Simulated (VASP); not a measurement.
# Sr (I4_1/amd) in VASP: further runs, part 2 of 3

VASP 6.6.1. The steps go on from the part before.

### Step 3. Single point, PBE (33.61 Å³/atom)

This run uses another cell than the first one, of 33.61 Å³/atom.

The input, INCAR:

```
SYSTEM = Sr
ALGO = Normal ; EDIFF = 1E-6
ENCUT = 520 ; GGA = PE
ISIF = 2 ; ISMEAR = -1
LASPH = .True. ; LCHARG = .False.
LREAL = .False. ; LWAVE = .False.
NBANDS = 17 ; NELM = 100
PREC = Accurate ; SIGMA = 0.1
```

The input, KPOINTS:

```
k-points
0
Gamma
  12 12 12
  0 0 0
```

The input, POSCAR:

```
Sr
1.0
   -3.1505069573      3.1505069573      1.6932251815
    3.1505069573     -3.1505069573      1.6932251815
    3.1505069573      3.1505069573     -1.6932251815
Sr
2
Direct
   -0.3750000000     -0.1250000000     -0.2500000000
    0.3750000000      0.1250000000      0.2500000000
```

Potentials or basis: VASP PAW PBE potentials, release 64 (Sr_sv).

The run is started by

```bash
cat potpaw_PBE.64/Sr_sv/POTCAR > POTCAR
mpirun -np 1 vasp_std > vasp.out
```

OUTCAR:

```text
SYSTEM = Sr
   EDIFF = 1E-6
   ENCUT = 520
   GGA = PE
   ISIF = 2
   ISMEAR = -1
   LASPH = .True.
   LREAL = .False.
   NELM = 100
   PREC = Accurate

 ion  position               nearest neighbor table
   1  0.625  0.875  0.750-   2 3.26   2 3.26   2 3.26   2 3.26   2 4.05   2 4.05   2 4.05   2 4.05

   2  0.375  0.125  0.250-   1 3.26   1 3.26   1 3.26   1 3.26   1 4.05   1 4.05   1 4.05   1 4.05

  LATTYP: Found a body centered tetragonal cell.
 ALAT       =     6.3010139146
 C/A-ratio  =     0.5374453078

  Lattice vectors:

 A1 = (  -3.1505069573,   3.1505069573,   1.6932251815)
 A2 = (   3.1505069573,  -3.1505069573,   1.6932251815)
 A3 = (   3.1505069573,   3.1505069573,  -1.6932251815)

Analysis of symmetry for initial positions (statically):
=====================================================================
 Subroutine PRICEL returns:
 Original cell was already a primitive cell.

 Routine SETGRP: Setting up the symmetry group for a
 body centered tetragonal supercell.

 Subroutine GETGRP returns: Found 16 space group operations
 (whereof  4 operations were pure point group operations)
 out of a pool of 16 trial point group operations.

The static configuration has the point symmetry C_2h.
 The point group associated with its full space group is D_4h.

Analysis of symmetry for dynamics (positions and initial velocities):
=====================================================================
 Subroutine PRICEL returns:
 Original cell was already a primitive cell.

 Routine SETGRP: Setting up the symmetry group for a
 body centered tetragonal supercell.

 Subroutine GETGRP returns: Found 16 space group operations
 (whereof  4 operations were pure point group operations)
 out of a pool of 16 trial point group operations.

The dynamic configuration has the point symmetry C_2h.
 The point group associated with its full space group is D_4h.

 Subroutine INISYM returns: Found 16 space group operations
 (whereof  4 operations are pure point group operations),
 and found     1 'primitive' translations

----------------------------------------------------------------------------------------

                                     Primitive cell

  volume of cell :      67.2257

  direct lattice vectors                    reciprocal lattice vectors
    -3.150506957  3.150506957  1.693225181     0.000000000  0.158704617  0.295294451
     3.150506957 -3.150506957  1.693225181     0.158704617  0.000000000  0.295294451
     3.150506957  3.150506957 -1.693225181     0.158704617  0.158704617  0.000000000

  length of vectors
     4.766382244  4.766382244  4.766382244     0.335240165  0.335240165  0.224442222

  position of ions in fractional coordinates (direct lattice)
     0.625000000  0.875000000  0.750000000
     0.375000000  0.125000000  0.250000000

  ion indices of the primitive-cell ions
   primitive index   ion index
                 1           1
                 2           2

----------------------------------------------------------------------------------------

 KPOINTS: k-points

Automatic generation of k-mesh.
 Grid dimensions read from file:
 generate k-points for:   12   12   12

 Generating k-lattice:

  Cartesian coordinates                     Fractional coordinates (reciprocal lattice)
     0.000000000  0.013225385  0.024607871     0.083333333  0.000000000  0.000000000
     0.013225385  0.000000000  0.024607871     0.000000000  0.083333333  0.000000000
     0.013225385  0.013225385  0.000000000     0.000000000  0.000000000  0.083333333

  Length of vectors
     0.027936680  0.027936680  0.018703518

  Shift w.r.t. Gamma in fractional coordinates (k-lattice)
     0.000000000  0.000000000  0.000000000

 Subroutine IBZKPT returns following result:
 ===========================================

 Found    163 irreducible k-points:

 Following reciprocal coordinates:
            Coordinates               Weight
  0.000000  0.000000  0.000000      1.000000
  0.083333  0.000000  0.000000      8.000000
  0.166667  0.000000  0.000000      8.000000
  0.250000  0.000000 -0.000000      8.000000
  0.333333  0.000000 -0.000000      8.000000
  0.416667  0.000000 -0.000000      8.000000
[... 16 lines left out ...]
  0.500000  0.166667  0.000000     16.000000
 -0.416667  0.166667  0.000000     16.000000
 [... further k-points ...]
   k-points           NKPTS =    163   k-points in BZ     NKDIM =    163   number of bands    NBANDS=     17
   number of dos      NEDOS =    301   number of ions     NIONS =      2
   total plane-waves  NPLWV =  46656
   dimension x,y,z NGX =    36 NGY =   36 NGZ =   36
   dimension x,y,z NGXF=    72 NGYF=   72 NGZF=   72
   ions per type =               2
   NGX,Y,Z   is equivalent  to a cutoff of  12.56, 12.56, 12.56 a.u.
   NGXF,Y,Z  is equivalent  to a cutoff of  25.11, 25.11, 25.11 a.u.
 SYSTEM =  Sr
   PREC   = accura    normal or accurate (medium, high low for compatibility)
   ISTART =      0    job   : 0-new  1-cont  2-samecut
   ICHARG =      2    charge: 1-file 2-atom 10-const
   ISPIN  =      1    spin polarized calculation?
   LNONCOLLINEAR =      F non collinear calculations
   LSORBIT =      F    spin-orbit coupling
   LASPH  =      T    aspherical Exc in radial PAW
   ENCUT  =  520.0 eV  38.22 Ry    6.18 a.u.   8.86  8.86  8.86*2*pi/ulx,y,z
   NELM   =    100;   NELMIN=  2; NELMDL= -5     # of ELM steps
   EDIFF  = 0.1E-05   stopping-criterion for ELM
   LREAL  =      F    real-space projection
   EDIFFG = 0.1E-04   stopping-criterion for IOM
   NSW    =      0    number of steps for IOM
   IBRION =     -1    ionic relax: 0-MD 1-quasi-New 2-CG
   NFREE  =      0    steps in history (QN), initial steepest desc. (CG)
   ISIF   =      2    stress and relaxation
   ISYM   =      2    0-nonsym 1-usesym 2-fastsym
   POTIM  = 0.5000    time-step for ionic-motion
   TEBEG  =    0.0;   TEEND  =   0.0 temperature during run
   PSTRESS=    0.0 pullay stress
   NELECT =      20.0000    total number of electrons
   NUPDOWN=      -1.0000    fix difference up-down
   EMIN   =  10.00;   EMAX   =-10.00  energy-range for DOS
   EFERMI =   0.00;   METHOD = LEGACY
   ISMEAR =    -1;   SIGMA  =   0.10  broadening in eV -4-tet -1-fermi 0-gaus
   EFERMI_NEDOS =   21; number of points for ismear=-14 and -15
   IALGO  =     38    algorithm
   IMIX   =      4    mixing-type and parameters
     AMIX     =   0.40;   BMIX     =  1.00
     AMIX_MAG =   1.60;   BMIX_MAG =  1.00
  volume/ion in A,a.u.               =      33.61       226.83
  Fermi-wavevector in a.u.,A,eV,Ry     =   1.092881  2.065246 16.250654  1.194389
  Thomas-Fermi vector in A             =   2.229156
   LORBIT       =      0    0 simple, 1 ext, 2 COOP (PROOUT), +10 PAW based schemes
   GGA     = PE    functional components
   LHFCALC =     F    Hartree Fock is set to
   AEXX    =    0.0000 exact exchange contribution
   IVDW    =     0    specifies the selected vdW correction
   LEPSILON=     F    determine dielectric tensor
   LRPA    =     F    only Hartree local field effects (RPA)
 non-spin polarized calculation
  energy-cutoff  :      520.00
  volume of cell :       67.23
 maximum number of plane-waves:      1842
   NGX = 17   NGY = 17   NGZ = 17

 number of electron      20.0000000 magnetization

 Free energy of the ion-electron system (eV)
  ---------------------------------------------------
  ext. energy  EPLUGINS =         0.00000000
  ---------------------------------------------------
  free energy    TOTEN  =        -1.87224383 eV

  energy without entropy =       -1.83556917  energy(sigma->0) =       -1.85390650

 E-fermi :   3.3288     XC(G=0):  -9.0152

 val. band max:        3.3217167413   @ k =  -0.3333  -0.4167   0.3333
 cond. band min:       3.3450354174   @ k =  -0.2500   0.5000   0.2500
 fundamental gap:      0.0233186760
 Fermi energy:         3.3287808616

 k-point     1 :       0.0000    0.0000    0.0000
  band No.  band energies     occupation
      1     -32.6259      2.00000
      2     -32.3604      2.00000
      3     -15.0541      2.00000
      4     -15.0541      2.00000
      5     -14.1566      2.00000
      6     -14.1463      2.00000
[... 9 lines left out ...]
     16       8.2768      0.00000
     17       8.2768      0.00000
[... 441 lines left out ...]
 k-point    24 :      -0.4167    0.1667    0.0000
  band No.  band energies     occupation
      1     -32.5180      2.00000
      2     -32.3839      2.00000
      3     -14.9977      2.00000
      4     -14.7839      2.00000
      5     -14.6997      2.00000
      6     -14.4604      2.00000
[... 9 lines left out ...]
     16       7.3328      0.00000
     17       8.1467      0.00000

 [... further k-points ...]

------------------------ aborting loop because EDIFF is reached ----------------------------------------

  FORCE on cell =-STRESS in cart. coord.  units (eV):
  Direction    XX          YY          ZZ          XY          YZ          ZX
  --------------------------------------------------------------------------------------
  -------------------------------------------------------------------------------------
  Total        4.1303206      4.1303206      4.3399032     -0.0000000      0.0000000      0.0000000
  in kB       98.4370873     98.4370873    103.4320244     -0.0000000      0.0000000      0.0000000
  external PRESSURE =     100.1020663 kB  Pullay stress =       0.0000000 kB

 VOLUME and BASIS-vectors are now :
 -----------------------------------------------------------------------------
  energy-cutoff  :      520.00
  volume of cell :       67.23
      direct lattice vectors                 reciprocal lattice vectors
    -3.150506957  3.150506957  1.693225181     0.000000000  0.158704617  0.295294451
     3.150506957 -3.150506957  1.693225181     0.158704617  0.000000000  0.295294451
     3.150506957  3.150506957 -1.693225181     0.158704617  0.158704617  0.000000000

 POSITION                                       TOTAL-FORCE (eV/Angst)
 -----------------------------------------------------------------------------------
      3.15051      1.57525      1.26992        -0.000000     -0.000000     -0.000000
     -0.00000      1.57525      0.42331         0.000000      0.000000      0.000000
 -----------------------------------------------------------------------------------
    total drift:                               -0.000000     -0.000000      0.000000

  FREE ENERGIE OF THE ION-ELECTRON SYSTEM (eV)
  ---------------------------------------------------
  free  energy   TOTEN  =        -1.8722438345 eV

  energy  without entropy=       -1.8355691681  energy(sigma->0) =       -1.85390650
```

OSZICAR:

```text
N       E                     dE             d eps       ncg     rms          rms(c)
DAV:   1     0.102481480655E+03    0.10248E+03   -0.10081E+04  5542   0.106E+03
DAV:   2     0.502418298544E+01   -0.97457E+02   -0.95709E+02  7080   0.237E+02
DAV:   3    -0.182545519886E+01   -0.68496E+01   -0.68140E+01 10125   0.453E+01
DAV:   4    -0.193167023842E+01   -0.10622E+00   -0.10615E+00  6935   0.490E+00
DAV:   5    -0.193313806726E+01   -0.14678E-02   -0.14677E-02  8556   0.477E-01    0.218E+01
DAV:   6    -0.189041886341E+01    0.42719E-01   -0.31839E-02  9215   0.120E+00    0.128E+01
DAV:   7    -0.187138352183E+01    0.19035E-01   -0.72250E-02  9621   0.170E+00    0.343E-01
DAV:   8    -0.187219820466E+01   -0.81468E-03   -0.23330E-03  7467   0.258E-01    0.941E-02
DAV:   9    -0.187224324051E+01   -0.45036E-04   -0.57346E-05  7983   0.553E-02    0.295E-02
DAV:  10    -0.187224383446E+01   -0.59395E-06   -0.68897E-06  9064   0.146E-02
   1 F= -.18722438E+01 E0= -.18539065E+01  d E =-.366747E-01
```

stdout:

```text
POSCAR found type information on POSCAR Sr
 POSCAR found :  1 types and       2 ions
 scaLAPACK will be used
 LDA part: xc-table for (Slater+PW92), standard interpolation
 POSCAR, INCAR and KPOINTS ok, starting setup
 FFT: planning ... GRIDC
 FFT: planning ... GRID_SOFT
 FFT: planning ... GRID
 WAVECAR not read
 entering main loop
```

It took 2.9 min on 1 thread of Intel Xeon Platinum 8375C at 2.90GHz (Ice Lake), shared host; peak memory 0.31 GiB.

Results:

* Free energy: -1.8722 eV
* Pressure: 10.0 GPa
* Band gap on the k mesh: zero (bands 10 and 11 overlap by 0.33 eV)

Caveat: the cell stands under pressure.

[end of part 2 of 3]
